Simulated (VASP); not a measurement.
# TiNi (P4/mmm) in VASP: single point with LDA

Aim: the single point of TiNi with LDA.

Everything below comes from runs of VASP 6.6.1. Logs are shortened: lines on timing, memory, paths and dates and some standing lists are left out, and cuts for length are marked.

## Step 1: The cell of the first run

The structure is tetragonal, space group P4/mmm (No. 123). The conventional cell has a = 2.736 Å, b = 2.736 Å, c = 3.581 Å, α = 90.00°, β = 90.00°, γ = 90.00°. Within 3.6 Å of Ti (site symmetry 4/mmm) lie 8 Ni at 2.64 Å and 6 Ti at 2.74 to 3.58 Å. Within 3.6 Å of Ni (site symmetry 4/mmm) lie 8 Ti at 2.64 Å and 6 Ni at 2.74 to 3.58 Å.

## Step 2: Single point, LDA, collinear spin, ferromagnetic start

File INCAR:

```
SYSTEM = TiNi
  PREC = Accurate
  ENCUT = 520
  EDIFF = 1E-7
  ISMEAR = -1
  SIGMA = 0.08
  LREAL = .FALSE.
  LASPH = .TRUE.
  NELM = 150
  ALGO = Normal
  ISIF = 2
  LWAVE = .FALSE.
  LCHARG = .TRUE.
  ISPIN = 2
  MAGMOM = 0.6 0.6
  LORBIT = 11
  NUPDOWN = 1.2
  LMAXMIX = 4
  GGA = CA
  LELF = .TRUE.
  LVHAR = .TRUE.
  NBANDS = 22
```

File KPOINTS:

```
regular mesh
0
G
  12 12 9
  0 0 0
```

File POSCAR:

```
TiNi
1.0
    2.7358030000      0.0000000000      0.0000000000
    0.0000000000      2.7358030000      0.0000000000
    0.0000000000      0.0000000000      3.5814100000
Ti Ni
1 1
Direct
    0.5000000000      0.5000000000      0.5000000000
    0.0000000000      0.0000000000      0.0000000000
```

Potentials or basis: VASP PAW LDA potentials, release 64 (Ti_sv, Ni).

Command:

```
> cat potpaw_LDA.64/Ti_sv/POTCAR potpaw_LDA.64/Ni/POTCAR > POTCAR
> mpirun -np 1 vasp_std > vasp.out
```

OUTCAR:

```text
SYSTEM = TiNi
   PREC = Accurate
   ENCUT = 520
   EDIFF = 1E-7
   ISMEAR = -1
   LREAL = .FALSE.
   LASPH = .TRUE.
   NELM = 150
   ISIF = 2
   ISPIN = 2
   LORBIT = 11
   NUPDOWN = 1.2
   GGA = CA

 ion  position               nearest neighbor table
   1  0.500  0.500  0.500-   2 2.64   2 2.64   2 2.64   2 2.64   2 2.64   2 2.64   2 2.64   2 2.64

   2  0.000  0.000  0.000-   1 2.64   1 2.64   1 2.64   1 2.64   1 2.64   1 2.64   1 2.64   1 2.64

  LATTYP: Found a simple tetragonal cell.
 ALAT       =     2.7358030000
 C/A-ratio  =     1.3090891413

  Lattice vectors:

 A1 = (   2.7358030000,   0.0000000000,   0.0000000000)
 A2 = (   0.0000000000,   2.7358030000,   0.0000000000)
 A3 = (   0.0000000000,   0.0000000000,   3.5814100000)

Analysis of symmetry for initial positions (statically):
=====================================================================
 Subroutine PRICEL returns:
 Original cell was already a primitive cell.

 Routine SETGRP: Setting up the symmetry group for a
 simple tetragonal supercell.

 Subroutine GETGRP returns: Found 16 space group operations
 (whereof 16 operations were pure point group operations)
 out of a pool of 16 trial point group operations.

The static configuration has the point symmetry D_4h.

Analysis of symmetry for dynamics (positions and initial velocities):
=====================================================================
 Subroutine PRICEL returns:
 Original cell was already a primitive cell.

 Routine SETGRP: Setting up the symmetry group for a
 simple tetragonal supercell.

 Subroutine GETGRP returns: Found 16 space group operations
 (whereof 16 operations were pure point group operations)
 out of a pool of 16 trial point group operations.

The dynamic configuration has the point symmetry D_4h.

Analysis of structural, dynamic, and magnetic symmetry:
=====================================================================
 Subroutine PRICEL returns:
 Original cell was already a primitive cell.

 Routine SETGRP: Setting up the symmetry group for a
 simple tetragonal supercell.

 Subroutine GETGRP returns: Found 16 space group operations
 (whereof 16 operations were pure point group operations)
 out of a pool of 16 trial point group operations.

The overall configuration has the point symmetry D_4h.

 Subroutine INISYM returns: Found 16 space group operations
 (whereof 16 operations are pure point group operations),
 and found     1 'primitive' translations

----------------------------------------------------------------------------------------

                                     Primitive cell

  volume of cell :      26.8055

  direct lattice vectors                    reciprocal lattice vectors
     2.735803000  0.000000000  0.000000000     0.365523395  0.000000000  0.000000000
     0.000000000  2.735803000  0.000000000     0.000000000  0.365523395  0.000000000
     0.000000000  0.000000000  3.581410000     0.000000000  0.000000000  0.279219637

  length of vectors
     2.735803000  2.735803000  3.581410000     0.365523395  0.365523395  0.279219637

  position of ions in fractional coordinates (direct lattice)
     0.500000000  0.500000000  0.500000000
     0.000000000  0.000000000  0.000000000

  ion indices of the primitive-cell ions
   primitive index   ion index
                 1           1
                 2           2

----------------------------------------------------------------------------------------

 KPOINTS: regular mesh

Automatic generation of k-mesh.
 Grid dimensions read from file:
 generate k-points for:   12   12    9

 Generating k-lattice:

  Cartesian coordinates                     Fractional coordinates (reciprocal lattice)
     0.030460283  0.000000000  0.000000000     0.083333333  0.000000000  0.000000000
     0.000000000  0.030460283  0.000000000     0.000000000  0.083333333  0.000000000
     0.000000000  0.000000000  0.031024404     0.000000000  0.000000000  0.111111111

  Length of vectors
     0.030460283  0.030460283  0.031024404

  Shift w.r.t. Gamma in fractional coordinates (k-lattice)
     0.000000000  0.000000000  0.000000000

 Subroutine IBZKPT returns following result:
 ===========================================

 Found    140 irreducible k-points:

 Following reciprocal coordinates:
            Coordinates               Weight
  0.000000  0.000000  0.000000      1.000000
  0.083333  0.000000  0.000000      4.000000
  0.166667  0.000000  0.000000      4.000000
  0.250000  0.000000  0.000000      4.000000
  0.333333  0.000000  0.000000      4.000000
  0.416667  0.000000  0.000000      4.000000
[... 16 lines left out ...]
  0.333333  0.333333  0.000000      4.000000
  0.416667  0.333333  0.000000      8.000000
 [... further k-points ...]
   k-points           NKPTS =    140   k-points in BZ     NKDIM =    140   number of bands    NBANDS=     22
   number of dos      NEDOS =    301   number of ions     NIONS =      2
   total plane-waves  NPLWV =  11200
   dimension x,y,z NGX =    20 NGY =   20 NGZ =   28
   dimension x,y,z NGXF=    40 NGYF=   40 NGZF=   56
   ions per type =               1   1
   NGX,Y,Z   is equivalent  to a cutoff of  12.15, 12.15, 13.00 a.u.
   NGXF,Y,Z  is equivalent  to a cutoff of  24.31, 24.31, 25.99 a.u.
 SYSTEM =  TiNi
   PREC   = accura    normal or accurate (medium, high low for compatibility)
   ISTART =      0    job   : 0-new  1-cont  2-samecut
   ICHARG =      2    charge: 1-file 2-atom 10-const
   ISPIN  =      2    spin polarized calculation?
   LNONCOLLINEAR =      F non collinear calculations
   LSORBIT =      F    spin-orbit coupling
   LASPH  =      T    aspherical Exc in radial PAW
   ENCUT  =  520.0 eV  38.22 Ry    6.18 a.u.   5.09  5.09  6.66*2*pi/ulx,y,z
   NELM   =    150;   NELMIN=  2; NELMDL= -5     # of ELM steps
   EDIFF  = 0.1E-06   stopping-criterion for ELM
   LREAL  =      F    real-space projection
   EDIFFG = 0.1E-05   stopping-criterion for IOM
   NSW    =      0    number of steps for IOM
   IBRION =     -1    ionic relax: 0-MD 1-quasi-New 2-CG
   NFREE  =      0    steps in history (QN), initial steepest desc. (CG)
   ISIF   =      2    stress and relaxation
   ISYM   =      2    0-nonsym 1-usesym 2-fastsym
   POTIM  = 0.5000    time-step for ionic-motion
   TEBEG  =    0.0;   TEEND  =   0.0 temperature during run
   PSTRESS=    0.0 pullay stress
   NELECT =      22.0000    total number of electrons
   NUPDOWN=       1.2000    fix difference up-down
   EMIN   =  10.00;   EMAX   =-10.00  energy-range for DOS
   EFERMI =   0.00;   METHOD = LEGACY
   ISMEAR =    -1;   SIGMA  =   0.08  broadening in eV -4-tet -1-fermi 0-gaus
   EFERMI_NEDOS =   21; number of points for ismear=-14 and -15
   IALGO  =     38    algorithm
   IMIX   =      4    mixing-type and parameters
     AMIX     =   0.40;   BMIX     =  1.00
     AMIX_MAG =   1.60;   BMIX_MAG =  1.00
  volume/ion in A,a.u.               =      13.40        90.45
  Fermi-wavevector in a.u.,A,eV,Ry     =   1.532761  2.896499 31.964941  2.349357
  Thomas-Fermi vector in A             =   2.639922
   LORBIT       =     11    0 simple, 1 ext, 2 COOP (PROOUT), +10 PAW based schemes
   GGA     = CA    functional components
   LHFCALC =     F    Hartree Fock is set to
   AEXX    =    0.0000 exact exchange contribution
   IVDW    =     0    specifies the selected vdW correction
   LEPSILON=     F    determine dielectric tensor
   LRPA    =     F    only Hartree local field effects (RPA)
 spin polarized calculation
  energy-cutoff  :      520.00
  volume of cell :       26.81
 maximum number of plane-waves:       738
   NGX = 11   NGY = 11   NGZ = 13

 number of electron      22.0000032 magnetization       1.2000004

 Free energy of the ion-electron system (eV)
  ---------------------------------------------------
  ext. energy  EPLUGINS =         0.00000000
  ---------------------------------------------------
  free energy    TOTEN  =       -15.69071292 eV

  energy without entropy =      -15.64324565  energy(sigma->0) =      -15.66697928

 E-fermi :   8.8342     XC(G=0): -12.7826

 val. band max:        9.3045433569   @ k =   0.1667   0.1667   0.1111
 cond. band min:       8.8641743565   @ k =   0.5000   0.4167   0.3333
 fundamental gap:     -0.4403690004
 Fermi energy:         9.3108739437

 spin component 1

 k-point     1 :       0.0000    0.0000    0.0000
  band No.  band energies     occupation
      1     -47.2903      1.00000
      2     -23.8979      1.00000
      3     -23.5812      1.00000
      4     -23.5812      1.00000
      5       1.4049      1.00000
      6       5.0035      1.00000
[... 14 lines left out ...]
     21      27.9931      0.00000
     22      29.5786      0.00000
[... 552 lines left out ...]
  band No.  band energies     occupation
      1     -47.1451      1.00000
      2     -24.1183      1.00000
      3     -23.9907      1.00000
      4     -23.7757      1.00000
      5       4.9551      1.00000
      6       5.4638      1.00000
[... 14 lines left out ...]
     21      24.1052      0.00000
     22      24.6518      0.00000

 [... further k-points ...]

 spin component 2

 k-point     1 :       0.0000    0.0000    0.0000
  band No.  band energies     occupation
      1     -46.7242      1.00000
      2     -23.4074      1.00000
      3     -22.9856      1.00000
      4     -22.9856      1.00000
      5       1.6799      1.00000
      6       5.3796      1.00000
[... 14 lines left out ...]
     21      28.3551      0.00000
     22      29.8976      0.00000
[... 552 lines left out ...]
  band No.  band energies     occupation
      1     -46.5800      1.00000
      2     -23.5199      1.00000
      3     -23.3924      1.00000
      4     -23.2846      1.00000
      5       5.2978      1.00000
      6       5.7188      1.00000
[... 14 lines left out ...]
     21      24.5686      0.00000
     22      24.9598      0.00000

 [... further k-points ...]

------------------------ aborting loop because EDIFF is reached ----------------------------------------

  FORCE on cell =-STRESS in cart. coord.  units (eV):
  Direction    XX          YY          ZZ          XY          YZ          ZX
  --------------------------------------------------------------------------------------
  -------------------------------------------------------------------------------------
  Total       -1.3519294     -1.3519294     -2.1852281      0.0000000      0.0000000      0.0000000
  in kB      -80.8055007    -80.8055007   -130.6121767      0.0000000      0.0000000      0.0000000
  external PRESSURE =     -97.4077260 kB  Pullay stress =       0.0000000 kB

 VOLUME and BASIS-vectors are now :
 -----------------------------------------------------------------------------
  energy-cutoff  :      520.00
  volume of cell :       26.81
      direct lattice vectors                 reciprocal lattice vectors
     2.735803000  0.000000000  0.000000000     0.365523395  0.000000000  0.000000000
     0.000000000  2.735803000  0.000000000     0.000000000  0.365523395  0.000000000
     0.000000000  0.000000000  3.581410000     0.000000000  0.000000000  0.279219637

 POSITION                                       TOTAL-FORCE (eV/Angst)
 -----------------------------------------------------------------------------------
      1.36790      1.36790      1.79070         0.000000      0.000000      0.000000
      0.00000      0.00000      0.00000         0.000000      0.000000      0.000000
 -----------------------------------------------------------------------------------
    total drift:                               -0.000000      0.000000      0.000000

  FREE ENERGIE OF THE ION-ELECTRON SYSTEM (eV)
  ---------------------------------------------------
  free  energy   TOTEN  =       -15.6907129161 eV

  energy  without entropy=      -15.6432456458  energy(sigma->0) =      -15.66697928

 total charge

# of ion       s       p       d       tot
------------------------------------------
    1        2.245   6.146   1.941  10.333
    2        0.553   0.473   8.319   9.345
--------------------------------------------------
tot          2.799   6.619  10.260  19.678

 magnetization (x)

# of ion       s       p       d       tot
------------------------------------------
    1        0.010   0.025   0.634   0.669
    2        0.009   0.049   0.296   0.354
--------------------------------------------------
tot          0.018   0.074   0.930   1.023
```

Wall time 63 s (1 thread of Intel Xeon 6975P-C (Granite Rapids), shared host); peak memory 0.23 GiB.

What came out:

```yaml
Free_energy: -15.6907 eV
Pressure: -9.7 GPa
Net_moment: 1.20 μB per cell
Site_moments: Ti +0.67; Ni +0.35 μB
Valence_electrons_inside_the_program's_atomic_spheres: Ti 10.33; Ni 9.35
```

Caveat: the cell stands under tension; the total moment is fixed, so each spin has its own Fermi level.
